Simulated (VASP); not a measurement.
# Si (a cell with a defect): single point with LDA

The system is Si (a cell with a defect).

```
CELL_PARAMETERS angstrom
-5.40194 -5.40194 5.40194
5.40194 -5.40194 -5.40194
5.40194 5.40194 5.40194
ATOMIC_POSITIONS crystal
Si 0.25000 0.75000 0.71516
Si 0.00231 0.75000 0.99954
Si 0.49769 0.49722 0.74769
Si 0.25000 0.50231 0.99954
Si 0.03484 0.53484 0.28484
Si 0.74954 0.75000 0.25231
Si 0.46516 0.75000 0.50000
Si 0.99722 0.99769 0.74769
Si 0.75046 0.25046 0.75278
Si 0.50278 0.25046 0.00046
Si 0.25000 0.24954 0.25231
Si 0.00231 0.24954 0.50000
Si 0.74954 0.50231 0.50000
Si 0.75046 0.00278 0.00046
Si 0.49769 0.99769 0.24722
Si 0.25000 0.96516 0.50000
Si 0.00828 0.75000 0.74849
Si 0.49849 0.50828 0.50000
Si 0.25000 0.50828 0.74849
Si 0.00151 0.50151 0.00979
Si 0.75000 0.75000 0.00000
Si 0.49849 0.75000 0.25828
Si 0.00828 0.99849 0.50000
Si 0.75000 0.25000 0.50000
Si 0.49172 0.24021 0.74172
Si 0.25000 0.25000 0.00000
Si 0.00151 0.25979 0.25151
Si 0.75979 0.50151 0.25151
Si 0.74021 0.99172 0.74172
Si 0.49172 0.99172 0.99021
Si 0.25000 0.99849 0.25828
```

* Program: VASP 6.6.1
* Task: single point
* Functional: LDA
* Potentials or basis: VASP PAW LDA potentials, release 64 (Si)
* Cutoff: 520 eV
* k mesh: 2 × 2 × 2, shifted
* Occupations: gaussian, width 0.02 eV
* Spin: no spin polarisation

The largest force is 0.004 eV/Å.

Forces in eV/Å, atoms in the order of the input:
```
Si  -0.001 -0.001 -0.001
Si   0.001  0.001 -0.003
Si   0.001 -0.001  0.003
Si  -0.003  0.001  0.001
Si   0.001 -0.001  0.001
Si  -0.001 -0.001 -0.003
Si   0.001  0.001 -0.001
Si   0.003 -0.001  0.001
Si  -0.001 -0.003 -0.001
Si   0.003  0.001 -0.001
Si  -0.003 -0.001 -0.001
Si   0.001  0.003 -0.001
Si  -0.001  0.003  0.001
Si  -0.001  0.001  0.003
Si   0.001 -0.003  0.001
Si  -0.001  0.001  0.001
Si   0.000  0.000 -0.002
Si   0.000  0.002  0.000
Si  -0.002  0.000  0.000
Si   0.000 -0.002  0.000
Si   0.000  0.000  0.000
Si   0.000  0.000 -0.002
Si   0.000  0.002  0.000
Si   0.000  0.000  0.000
Si   0.000  0.000  0.002
Si   0.000  0.000  0.000
Si   0.000  0.000  0.002
Si   0.002  0.000  0.000
Si   0.002  0.000  0.000
Si   0.000 -0.002  0.000
Si  -0.002  0.000  0.000
```

Levels at points of the mesh, in eV from the Fermi level:
| k point | band 60 | band 61 | band 62 | band 63 | band 64 | band 65 |
| --- | --- | --- | --- | --- | --- | --- |
| (0.25, 0.25, 0.25) | -0.83 | -0.83 | 0.20 | 0.20 | 0.20 | 1.16 |

Run time: 2.7 min on 1 thread of AMD EPYC 7R43 64-Core Processor (Zen 3) (shared host), peak memory 0.43 GiB.

Caveat: the k points lie up to 0.41 Å⁻¹ apart; the cell carries a net charge on a neutralising background, which shifts energy and pressure; the cell is charged against a uniform background, so pressure and absolute levels hang on convention.
